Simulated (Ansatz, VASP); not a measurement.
## InP3 in VASP and in Ansatz

```
In P
1.0
     3.41779    1.97326    3.27938
    -3.41779    1.97326    3.27938
     0.00000   -3.94652    3.27938
In P
2 6
Direct
  0.27328 0.27328 0.27328
  0.72672 0.72672 0.72672
  0.79471 0.24119 0.79471
  0.79471 0.79471 0.24119
  0.24119 0.79471 0.79471
  0.20529 0.75881 0.20529
  0.75881 0.20529 0.20529
  0.20529 0.20529 0.75881
```

Change from the starting cell: strain -0.080 along x and y, +0.000 along z, atoms carried along.

Alike in both runs: task single point; functional PBEsol; k mesh 6 × 6 × 6; occupations gaussian, width 0.15 eV; no spin polarisation.

|  | VASP | Ansatz |
| --- | --- | --- |
| version | VASP 6.6.1 | Ansatz 0.2.0 |
| potentials or method | VASP PAW PBE potentials, release 64 (In_d, P), cutoff 520 eV | scalar-relativistic, plane waves, PAW |
| valence electrons in the cell | 56 | 56 |

```csv
,VASP,Ansatz,Ansatz less VASP
gap on the k mesh at the Fermi level (eV),none,none,-
pressure (GPa),23.0,23.1,+0.07
"traceless stress, the component that is largest in VASP (GPa)",-10.35,-10.38,-0.032
rms of the force components (eV/Å),0.903,0.925,+0.0218
```

VASP's potentials were made for PBE, not for PBEsol. Atom by atom the forces differ by 0.022 eV/Å (rms over components). A gap of «none» marks a metal or a gap that the smearing closes.
